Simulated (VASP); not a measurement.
**Ta: single point with PBE**

Ta:

```
Ta
1.0
    -1.65128    1.65128    1.65128
     1.65128   -1.65128    1.65128
     1.65128    1.65128   -1.65128
Ta
1
Direct
  0.00000 0.00000 0.00000
```

```
Program             : VASP 6.6.1
Task                : single point
Functional          : PBE
Potentials or basis : VASP PAW PBE potentials, release 64 (Ta_pv)
Cutoff              : 520 eV
k mesh              : 11 × 11 × 11
Occupations         : gaussian, width 0.014 eV
Spin                : no spin polarisation
```

- Pressure: 2.3 GPa

Levels at points of the mesh, in eV from the Fermi level:
```csv
k point,band 3,band 4,band 5,band 6,band 7,band 8
"(0.00, 0.00, 0.00)",-33.01,-7.87,0.79,0.79,0.79,4.06
```

It took 22 s on 1 thread of AMD EPYC 7R43 64-Core Processor (Zen 3) (shared host), peak memory 0.11 GiB.

Caveat: spin-orbit coupling is left out, which moves the levels of the heavy elements.
